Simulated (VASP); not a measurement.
Na3OsRu:

```
CELL_PARAMETERS angstrom
5.15272 0.00000 0.00000
-2.57636 4.46238 0.00000
0.00000 0.00000 4.17108
ATOMIC_POSITIONS crystal
Na 0.50000 0.00000 0.50000
Na 0.00000 0.50000 0.50000
Na 0.50000 0.50000 0.50000
Ru 0.00000 0.00000 0.00000
Os 0.00000 0.00000 0.50000
```

- Program: VASP 6.6.1
- Task: relaxation of cell and atoms
- Functional: PBE
- Potentials or basis: VASP PAW PBE potentials, release 64 (Na_pv, Ru_pv, Os)
- Cutoff: 600 eV
- k mesh: 6 × 6 × 4
- Occupations: gaussian, width 0.1 eV
- Spin: no spin polarisation

At the start: pressure 35.8 GPa; volume 19.18 Å³/atom.

Q: How do energy, volume and symmetry change on relaxing?

A: Over 10 steps the energy falls by 732.1 meV/atom and the volume is 29.74 Å³/atom (+55.0 %); space group P6/mmm (No. 191, to 0.05 Å).

Step by step:
```csv
step,energy change (eV),largest force (eV/Å),pressure (GPa),volume (Å³)
1,0.0000,0.0000,35.84,95.91
2,-1.2296,0.0000,-5.62,167.84
3,-2.7313,0.0000,2.13,127.24
4,-2.7347,0.0000,2.70,126.05
5,-3.6064,0.0000,0.45,142.16
6,-3.6574,0.0000,0.48,148.82
7,-3.6590,0.0000,0.45,147.99
8,-3.6589,0.0000,0.43,147.55
9,-3.6599,0.0000,-0.21,149.44
10,-3.6606,0.0000,0.00,148.68
```

Final structure:
```xyz
5
Lattice="6.1466 0.0000 0.0000 -3.0733 5.3231 0.0000 0.0000 0.0000 4.5443" Properties=species:S:1:pos:R:3 pbc="T T T"
Na    3.0733    0.0000    2.2722
Na   -1.5366    2.6615    2.2722
Na    1.5366    2.6615    2.2722
Ru    0.0000    0.0000    4.5443
Os    0.0000    0.0000    2.2722
```

Caveat: the k points lie up to 0.35 Å⁻¹ apart in the final cell; the volume moved by over 15 % at a fixed basis, so the end points are rough.
